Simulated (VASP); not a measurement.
A run of VASP 6.6.1:

The input INCAR:

```
PREC = Accurate
ENCUT = 520
EDIFF = 1E-6
ISMEAR = 0
SIGMA = 0.1
LREAL = F
LASPH = T
NELM = 80
ALGO = Normal
ISIF = 2
LWAVE = F
LCHARG = T
GGA = PE
LELF = T
LVHAR = T
NBANDS = 30
```

KPOINTS

```
regular mesh
0
Gamma
  8 8 8
```

The input POSCAR:

```
As3RuW
1.0
    4.8125338421      0.0000000000      0.0000000000
    0.0000000000      4.8125338421      0.0000000000
    0.0000000000      0.0000000000      4.8125338421
As Ru W
3 1 1
Direct
    0.0000000000      0.5000000000      0.5000000000
    0.5000000000      0.0000000000      0.5000000000
    0.5000000000      0.5000000000      0.0000000000
    0.0000000000      0.0000000000      0.0000000000
    0.5000000000      0.5000000000      0.5000000000
```

Potentials or basis: VASP PAW PBE potentials, release 64 (As, Ru_pv, W_sv).

The run is started by

```sh
$ cat potpaw_PBE.64/As/POTCAR potpaw_PBE.64/Ru_pv/POTCAR potpaw_PBE.64/W_sv/POTCAR > POTCAR
$ mpirun -np 1 vasp_std > vasp.out
```

Hardware: 1 thread of Intel(R) Xeon(R) Platinum 8488C (Sapphire Rapids), with other jobs on the host.

Problem. Estimate the wall time of this run.

Solution. Run time: 86 s on 1 thread of Intel(R) Xeon(R) Platinum 8488C (Sapphire Rapids), on a shared host, peak memory 0.28 GiB. Counts: scf iterations 15, k points 35.
